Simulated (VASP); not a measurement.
Crystal: LiSb7.

```
Li Sb
1.0
     5.27147    0.00000    0.00000
    -2.63573    4.56522    0.00000
     0.00000    0.00000   10.68682
Li Sb
1 7
Direct
  0.00000 0.00000 0.50000
  0.31308 0.00000 0.65908
  0.00000 0.31308 0.65908
  0.68692 0.68692 0.65908
  0.31308 0.00000 0.34092
  0.00000 0.31308 0.34092
  0.68692 0.68692 0.34092
  0.00000 0.00000 0.00000
```

The cell was generated, and may not be a known phase.

- Program: VASP 6.6.1
- Task: relaxation of cell and atoms
- Functional: PBE
- Potentials or basis: VASP PAW PBE potentials, release 64 (Li_sv, Sb)
- Cutoff: 600 eV
- k mesh: 6 × 6 × 2
- Occupations: gaussian, width 0.1 eV
- Spin: no spin polarisation

At the start: pressure 8.5 GPa; volume 32.15 Å³/atom.

**Question.** Where does the relaxation end?

**Answer.** Over 23 steps the energy falls by 726.1 meV/atom and the volume is 28.80 Å³/atom (-10.4 %); space group P-62m (No. 189, to 0.1 Å) before and after.

Step by step:
```csv
step,energy change (eV),largest force (eV/Å),pressure (GPa),volume (Å³)
1,0.0000,1.9073,8.53,257.18
2,-1.8827,0.3351,-3.45,324.95
3,-1.9798,0.4499,-1.96,308.20
4,-2.6332,0.6579,-1.92,295.43
5,-3.6408,1.8914,1.79,254.15
6,-3.6882,1.4053,0.03,265.27
7,-3.7118,1.5363,0.66,260.63
8,-4.0917,1.4212,0.44,255.96
9,-4.7163,1.0825,1.07,241.06
10,-3.8456,1.0563,7.74,207.10
11,-4.8091,1.2628,2.83,231.67
12,-4.8062,1.0875,4.66,219.74
13,-5.2667,0.6642,1.28,227.01
14,-5.3112,0.6159,0.12,230.39
15,-5.5272,0.4859,-0.13,230.23
16,-5.7348,0.1453,0.06,229.15
17,-5.7396,0.1830,-0.04,229.35
18,-5.7485,0.1655,0.00,229.18
19,-5.7709,0.1415,0.14,228.68
20,-5.8001,0.0933,0.55,227.64
21,-5.8067,0.0709,0.06,229.99
22,-5.8068,0.0691,-0.02,230.42
23,-5.8084,0.0333,-0.04,230.39
```

Final structure:
```
Li Sb
1.0
     6.13222    0.00000    0.00000
    -3.06611    5.31066    0.00000
     0.00000    0.00000    7.07446
Li Sb
1 7
Direct
  0.00000 0.00000 0.50000
  0.40800 0.00000 0.71547
  0.00000 0.40800 0.71547
  0.59200 0.59200 0.71547
  0.40800 0.00000 0.28453
  0.00000 0.40800 0.28453
  0.59200 0.59200 0.28453
  0.00000 0.00000 0.00000
```

Caveat: the cutoff is under 1.25 times the usual one of these potentials, so pressure, stress and relaxed cells hold a basis-set (Pulay) error; a cell axis changed by over 15 % at a fixed basis, so the end point is rough.
